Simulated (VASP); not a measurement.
# H (P6_3/mmc) in VASP: notebook

H is run at these levels: PBEsol; tasks: single point.

Program: VASP 6.6.1. These are calculated values, not measurements. Logs are shortened: lines on timing, memory, paths and dates and some standing lists are left out, and cuts for length are marked.

## (1) The cell of the first run

It takes space group P6_3/mmc (No. 194, hexagonal). Conventional cell: a = 3.720 Å, b = 3.720 Å, c = 5.378 Å, α = 90.00°, β = 90.00°, γ = 120.00°. H (site symmetry 3m) has 1 H at 0.79 Å within 1.1 Å.

## (2) Single point, PBEsol

File INCAR:

```
ALGO = Normal
EDIFF = 1E-6
ENCUT = 520
GGA = PS
ISIF = 2
ISMEAR = 0
LASPH = True
LCHARG = False
LREAL = False
LWAVE = False
NBANDS = 10
NELM = 80
PREC = Accurate
SIGMA = 0.05
```

File KPOINTS:

```
k-points
0
Gamma
  9 9 6
```

File POSCAR:

```
H
1.0
    3.7200468798      0.0000000000      0.0000000000
   -1.8600234399      3.2216551012      0.0000000000
    0.0000000000      0.0000000000      5.3777338359
H
4
Direct
    0.3333333333      0.6666666667      0.1764958800
    0.6666666667      0.3333333333      0.6764958800
    0.6666666667      0.3333333333      0.8235041200
    0.3333333333      0.6666666667      0.3235041200
```

Potentials or basis: VASP PAW PBE potentials, release 64 (H).

Started as:

```console
> cat potpaw_PBE.64/H/POTCAR > POTCAR
> mpirun -np 1 vasp_std > vasp.out
```

OUTCAR:

```text
EDIFF = 1E-6
   ENCUT = 520
   GGA = PS
   ISIF = 2
   ISMEAR = 0
   LASPH = True
   LREAL = False
   NELM = 80
   PREC = Accurate

 ion  position               nearest neighbor table
   1  0.333  0.667  0.176-   4 0.79
   2  0.667  0.333  0.676-   3 0.79
   3  0.667  0.333  0.824-   2 0.79
   4  0.333  0.667  0.324-   1 0.79

  LATTYP: Found a hexagonal cell.
 ALAT       =     3.7200468798
 C/A-ratio  =     1.4456091575

  Lattice vectors:

 A1 = (   3.7200468798,   0.0000000000,   0.0000000000)
 A2 = (  -1.8600234399,   3.2216551012,   0.0000000000)
 A3 = (   0.0000000000,   0.0000000000,   5.3777338359)

Analysis of symmetry for initial positions (statically):
=====================================================================
 Subroutine PRICEL returns:
 Original cell was already a primitive cell.

 Routine SETGRP: Setting up the symmetry group for a
 hexagonal supercell.

 Subroutine GETGRP returns: Found 24 space group operations
 (whereof 12 operations were pure point group operations)
 out of a pool of 24 trial point group operations.

The static configuration has the point symmetry D_3d.
 The point group associated with its full space group is D_6h.

Analysis of symmetry for dynamics (positions and initial velocities):
=====================================================================
 Subroutine PRICEL returns:
 Original cell was already a primitive cell.

 Routine SETGRP: Setting up the symmetry group for a
 hexagonal supercell.

 Subroutine GETGRP returns: Found 24 space group operations
 (whereof 12 operations were pure point group operations)
 out of a pool of 24 trial point group operations.

The dynamic configuration has the point symmetry D_3d.
 The point group associated with its full space group is D_6h.

 Subroutine INISYM returns: Found 24 space group operations
 (whereof 12 operations are pure point group operations),
 and found     1 'primitive' translations

----------------------------------------------------------------------------------------

                                     Primitive cell

  volume of cell :      64.4506

  direct lattice vectors                    reciprocal lattice vectors
     3.720046880  0.000000000  0.000000000     0.268813817  0.155199729  0.000000000
    -1.860023440  3.221655101  0.000000000     0.000000000  0.310399459  0.000000000
     0.000000000  0.000000000  5.377733836     0.000000000  0.000000000  0.185951933

  length of vectors
     3.720046880  3.720046880  5.377733836     0.310399459  0.310399459  0.185951933

  position of ions in fractional coordinates (direct lattice)
     0.333333333  0.666666667  0.176495880
     0.666666667  0.333333333  0.676495880
     0.666666667  0.333333333  0.823504120
     0.333333333  0.666666667  0.323504120

  ion indices of the primitive-cell ions
   primitive index   ion index
                 1           1
                 2           2
                 3           3
                 4           4

----------------------------------------------------------------------------------------

 KPOINTS: k-points

Automatic generation of k-mesh.
 Grid dimensions read from file:
 generate k-points for:    9    9    6

 Generating k-lattice:

  Cartesian coordinates                     Fractional coordinates (reciprocal lattice)
     0.029868202  0.017244414  0.000000000     0.111111111  0.000000000  0.000000000
     0.000000000  0.034488829  0.000000000     0.000000000  0.111111111  0.000000000
     0.000000000  0.000000000  0.030991989     0.000000000  0.000000000  0.166666667

  Length of vectors
     0.034488829  0.034488829  0.030991989

  Shift w.r.t. Gamma in fractional coordinates (k-lattice)
     0.000000000  0.000000000  0.000000000

 Subroutine IBZKPT returns following result:
 ===========================================

 Found     48 irreducible k-points:

 Following reciprocal coordinates:
            Coordinates               Weight
  0.000000  0.000000  0.000000      1.000000
  0.111111 -0.000000  0.000000      6.000000
  0.222222  0.000000  0.000000      6.000000
  0.333333  0.000000  0.000000      6.000000
  0.444444  0.000000  0.000000      6.000000
  0.111111  0.111111  0.000000      6.000000
[... 16 lines left out ...]
  0.333333  0.222222  0.166667     24.000000
  0.333333  0.333333  0.166667      4.000000
 [... further k-points ...]
   k-points           NKPTS =     48   k-points in BZ     NKDIM =     48   number of bands    NBANDS=     10
   number of dos      NEDOS =    301   number of ions     NIONS =      4
   total plane-waves  NPLWV =  31360
   dimension x,y,z NGX =    28 NGY =   28 NGZ =   40
   dimension x,y,z NGXF=    56 NGYF=   56 NGZF=   80
   ions per type =               4
   NGX,Y,Z   is equivalent  to a cutoff of  12.51, 12.51, 12.37 a.u.
   NGXF,Y,Z  is equivalent  to a cutoff of  25.03, 25.03, 24.73 a.u.
 SYSTEM =  unknown system
   PREC   = accura    normal or accurate (medium, high low for compatibility)
   ISTART =      0    job   : 0-new  1-cont  2-samecut
   ICHARG =      2    charge: 1-file 2-atom 10-const
   ISPIN  =      1    spin polarized calculation?
   LNONCOLLINEAR =      F non collinear calculations
   LSORBIT =      F    spin-orbit coupling
   LASPH  =      T    aspherical Exc in radial PAW
   ENCUT  =  520.0 eV  38.22 Ry    6.18 a.u.   6.92  6.92 10.00*2*pi/ulx,y,z
   NELM   =     80;   NELMIN=  2; NELMDL= -5     # of ELM steps
   EDIFF  = 0.1E-05   stopping-criterion for ELM
   LREAL  =      F    real-space projection
   EDIFFG = 0.1E-04   stopping-criterion for IOM
   NSW    =      0    number of steps for IOM
   IBRION =     -1    ionic relax: 0-MD 1-quasi-New 2-CG
   NFREE  =      0    steps in history (QN), initial steepest desc. (CG)
   ISIF   =      2    stress and relaxation
   ISYM   =      2    0-nonsym 1-usesym 2-fastsym
   POTIM  = 0.5000    time-step for ionic-motion
   TEBEG  =    0.0;   TEEND  =   0.0 temperature during run
   PSTRESS=    0.0 pullay stress
   NELECT =       4.0000    total number of electrons
   NUPDOWN=      -1.0000    fix difference up-down
   EMIN   =  10.00;   EMAX   =-10.00  energy-range for DOS
   EFERMI =   0.00;   METHOD = LEGACY
   ISMEAR =     0;   SIGMA  =   0.05  broadening in eV -4-tet -1-fermi 0-gaus
   EFERMI_NEDOS =   21; number of points for ismear=-14 and -15
   IALGO  =     38    algorithm
   IMIX   =      4    mixing-type and parameters
     AMIX     =   0.40;   BMIX     =  1.00
     AMIX_MAG =   1.60;   BMIX_MAG =  1.00
  volume/ion in A,a.u.               =      16.11       108.73
  Fermi-wavevector in a.u.,A,eV,Ry     =   0.648165  1.224855  5.716059  0.420119
  Thomas-Fermi vector in A             =   1.716710
   LORBIT       =      0    0 simple, 1 ext, 2 COOP (PROOUT), +10 PAW based schemes
   GGA     = PS    functional components
   LHFCALC =     F    Hartree Fock is set to
   AEXX    =    0.0000 exact exchange contribution
   IVDW    =     0    specifies the selected vdW correction
   LEPSILON=     F    determine dielectric tensor
   LRPA    =     F    only Hartree local field effects (RPA)
 non-spin polarized calculation
 Gauss-broadening in eV      SIGMA  =   0.05
  energy-cutoff  :      520.00
  volume of cell :       64.45
 maximum number of plane-waves:      1754
 NGX is ok and might be reduce to    28

 number of electron       3.9999998 magnetization

 Free energy of the ion-electron system (eV)
  ---------------------------------------------------
  ext. energy  EPLUGINS =         0.00000000
  ---------------------------------------------------
  free energy    TOTEN  =       -13.02173315 eV

  energy without entropy =      -13.02173315  energy(sigma->0) =      -13.02173315

 E-fermi :  -8.3690     XC(G=0):  -4.5680

 val. band max:       -8.5989640871   @ k =   0.2222   0.0000   0.0000
 cond. band min:      -0.1318611638   @ k =   0.0000   0.0000   0.0000
 fundamental gap:      8.4671029233
 Fermi energy:        -8.3689912964

 k-point     1 :       0.0000    0.0000    0.0000
  band No.  band energies     occupation
      1      -9.9738      2.00000
      2      -8.6206      2.00000
      3      -0.1319      0.00000
      4       3.4489      0.00000
      5       6.2655      0.00000
      6       7.1273      0.00000
      7       9.0773      0.00000
      8       9.0773      0.00000
      9      10.4267      0.00000
     10      10.4267      0.00000

 k-point     2 :       0.1111   -0.0000    0.0000
  band No.  band energies     occupation
      1      -9.9007      2.00000
      2      -8.6117      2.00000
      3       0.0221      0.00000
      4       3.2270      0.00000
      5       5.6403      0.00000
      6       6.8890      0.00000
      7       8.3515      0.00000
      8       8.8881      0.00000
      9      11.0786      0.00000
     10      11.2085      0.00000

 k-point     3 :       0.2222    0.0000    0.0000
  band No.  band energies     occupation
      1      -9.6978      2.00000
      2      -8.5990      2.00000
      3       0.4766      0.00000
      4       2.6658      0.00000
      5       4.5935      0.00000
      6       6.1828      0.00000
      7       7.4369      0.00000
      8       8.4037      0.00000
      9      10.7676      0.00000
     10      11.2739      0.00000

 k-point     4 :       0.3333    0.0000    0.0000
  band No.  band energies     occupation
      1      -9.4197      2.00000
      2      -8.6211      2.00000
      3       1.1984      0.00000
      4       2.0014      0.00000
      5       3.8444      0.00000
      6       5.1066      0.00000
      7       6.7851      0.00000
      8       7.9018      0.00000
      9       9.5266      0.00000
     10      10.3644      0.00000
[... 222 lines left out ...]
 k-point    22 :       0.2222    0.2222    0.1667
  band No.  band energies     occupation
      1      -9.2344      2.00000
      2      -8.6899      2.00000
      3       1.3994      0.00000
      4       1.8707      0.00000
      5       4.0973      0.00000
      6       4.2645      0.00000
      7       6.1400      0.00000
      8       6.6817      0.00000
      9      10.0977      0.00000
     10      11.4768      0.00000

 k-point    23 :       0.3333    0.2222    0.1667
  band No.  band energies     occupation
      1      -9.0236      2.00000
      2      -8.7568      2.00000
      3       1.6360      0.00000
      4       2.1548      0.00000
      5       3.0168      0.00000
      6       4.5654      0.00000
      7       5.3318      0.00000
      8       5.9393      0.00000
      9       9.5049      0.00000
     10      11.6798      0.00000

 k-point    24 :       0.3333    0.3333    0.1667
  band No.  band energies     occupation
      1      -8.8647      2.00000
      2      -8.8647      2.00000
      3       2.0550      0.00000
      4       2.3611      0.00000
      5       2.3611      0.00000
      6       4.8122      0.00000
      7       4.8122      0.00000
      8       5.4451      0.00000
      9       9.0607      0.00000
     10      12.7418      0.00000

 [... further k-points ...]
[... 5 lines left out ...]
  --------------------------------------------------------------------------------------
  -------------------------------------------------------------------------------------
  Total       -0.0496004     -0.0496004     -1.5718436      0.0000000     -0.0000000      0.0000000
  in kB       -1.2330180     -1.2330180    -39.0744751      0.0000000     -0.0000000      0.0000000
  external PRESSURE =     -13.8468370 kB  Pullay stress =       0.0000000 kB

 VOLUME and BASIS-vectors are now :
 -----------------------------------------------------------------------------
  energy-cutoff  :      520.00
  volume of cell :       64.45
      direct lattice vectors                 reciprocal lattice vectors
     3.720046880  0.000000000  0.000000000     0.268813817  0.155199729  0.000000000
    -1.860023440  3.221655101  0.000000000     0.000000000  0.310399459  0.000000000
     0.000000000  0.000000000  5.377733836     0.000000000  0.000000000  0.185951933

 POSITION                                       TOTAL-FORCE (eV/Angst)
 -----------------------------------------------------------------------------------
     -0.00000      2.14777      0.94915         0.000000      0.000000      0.939173
      1.86002      1.07389      3.63801        -0.000000     -0.000000      0.939173
      1.86002      1.07389      4.42859        -0.000000     -0.000000     -0.939173
     -0.00000      2.14777      1.73972         0.000000      0.000000     -0.939173
 -----------------------------------------------------------------------------------
    total drift:                               -0.000000      0.000000     -0.000000

  FREE ENERGIE OF THE ION-ELECTRON SYSTEM (eV)
  ---------------------------------------------------
  free  energy   TOTEN  =       -13.0217331459 eV

  energy  without entropy=      -13.0217331459  energy(sigma->0) =      -13.02173315
```

It took 29 s on 1 thread of AMD EPYC 7R43 (Zen 3), shared host; peak memory 0.13 GiB.

What came out:

```yaml
Free_energy: -13.0217 eV
Pressure: -1.4 GPa
Largest_force: 0.939 eV/Å
Band_gap_on_the_k_mesh: 8.47 eV, indirect (least direct gap 8.49 eV)
```

Forces on the atoms (eV/Å):
```
H    0.000  0.000  0.939
H    0.000  0.000  0.939
H    0.000  0.000 -0.939
H    0.000  0.000 -0.939
```

Levels at points of the mesh, in eV from the valence-band top:
```csv
k point,band 1,band 2,band 3,band 4,band 5
"(0.00, 0.00, 0.00)",-1.37,-0.02,8.47,12.05,14.86
"(0.00, 0.00, 0.50)",-0.77,-0.77,10.02,10.02,16.27
```

Caveat: the PAW data sets were made with another functional, which shifts forces and pressure a little. A k mesh can miss the band edges.

## (3) Single point, PBEsol

This run uses another cell than the first one, of the same volume but with other edges.

File INCAR:

```
SYSTEM = H
PREC = Accurate
ENCUT = 520
EDIFF = 1E-6
ISMEAR = 0
SIGMA = 0.05
LREAL = .False.
LASPH = .True.
NELM = 60
ALGO = Normal
ISIF = 2
LWAVE = .False.
LCHARG = .False.
GGA = PS
NBANDS = 10
```

File KPOINTS:

```
regular mesh
0
Gamma
  9 9 6
  0 0 0
```

File POSCAR:

```
H
1.0
    3.8927414866      0.0000000000      0.0000000000
   -1.9463707433      3.3712130178      0.0000000000
    0.0000000000      0.0000000000      4.9111703921
H
4
Direct
    0.3333333333      0.6666666667      0.1764958800
    0.6666666667      0.3333333333      0.6764958800
    0.6666666667      0.3333333333      0.8235041200
    0.3333333333      0.6666666667      0.3235041200
```

Potentials or basis: VASP PAW PBE potentials, release 64 (H).

Started as:

```console
> cat potpaw_PBE.64/H/POTCAR > POTCAR
> mpirun -np 1 vasp_std > vasp.out
```

Run time: 32 s. Hardware: 1 thread of AMD EPYC 7R43 (Zen 3), shared host; peak memory 0.14 GiB.

The run converged. Its results:

| Quantity | Value |
| --- | --- |
| Free energy | -13.0037 eV |
| Pressure | 1.5 GPa |
| Largest force | 1.390 eV/Å |
| Band gap on the k mesh | 9.71 eV, direct |

Forces in eV/Å, atoms in the order of the input:
```
H    0.000  0.000 -1.390
H    0.000  0.000 -1.390
H    0.000  0.000  1.390
H    0.000  0.000  1.390
```

Stress tensor (GPa, compression positive):
```
-0.13  0.00  0.00
 0.00 -0.13  0.00
 0.00  0.00  4.83
```

Levels at points of the mesh, in eV from the valence-band top:
```csv
k point,band 1,band 2,band 3,band 4,band 5,band 6,band 7
"(0.00, 0.00, 0.00)",-1.44,0.00,9.71,11.95,15.13,16.92,16.92
"(0.00, 0.00, 0.50)",-0.78,-0.78,10.50,10.50,17.58,17.58,18.12
```

Caveat: the PAW data sets were made with another functional, which shifts forces and pressure a little.

## (4) Single point, PBEsol

This run uses another cell than the first one, of the same volume but with other edges.

File INCAR:

```
  ALGO = Normal
  EDIFF = 1E-6
  ENCUT = 520
  GGA = PS
  ISIF = 2
  ISMEAR = 0
  LASPH = T
  LCHARG = T
  LELF = T
  LREAL = F
  LVHAR = T
  LWAVE = F
  NBANDS = 10
  NELM = 80
  PREC = Accurate
  SIGMA = 0.05
```

File KPOINTS:

```
k-points
0
Gamma
  9 9 6
```

File POSCAR:

```
H
1.0
    3.7781820024      0.0000000000      0.0000000000
   -1.8890910012      3.2720015942      0.0000000000
    0.0000000000      0.0000000000      5.2135120241
H
4
Direct
    0.3333333333      0.6666666667      0.1764958800
    0.6666666667      0.3333333333      0.6764958800
    0.6666666667      0.3333333333      0.8235041200
    0.3333333333      0.6666666667      0.3235041200
```

Started as:

```console
> cat potpaw_PBE.64/H/POTCAR > POTCAR
> mpirun -np 1 vasp_std > vasp.out
```

Wall time 36 s (1 thread of AMD EPYC 7R43 (Zen 3), shared host); peak memory 0.13 GiB.

Results (log left out):

```yaml
Free_energy: -13.0512 eV
Pressure: -0.4 GPa
Largest_force: 0.233 eV/Å
Band_gap_on_the_k_mesh: 8.88 eV, indirect (the least direct gap lies 2.3 meV higher)
```

Forces on the atoms (eV/Å):
```
H    0.000  0.000  0.233
H    0.000  0.000  0.233
H    0.000  0.000 -0.233
H    0.000  0.000 -0.233
```

Stress tensor (GPa, compression positive):
```
-0.13  0.00  0.00
 0.00 -0.13  0.00
 0.00  0.00 -1.08
```

Levels at points of the mesh, in eV from the valence-band top:
```
           k point  band 1  band 2  band 3  band 4  band 5  band 6
(0.00, 0.00, 0.00)   -1.39    0.00    8.88   12.02   14.93   16.18
(0.00, 0.00, 0.50)   -0.77   -0.77   10.21   10.21   16.69   16.69
```

Caveat: the PAW data sets were made with another functional, which shifts forces and pressure a little.

(Part 1 of 2 ends here.)
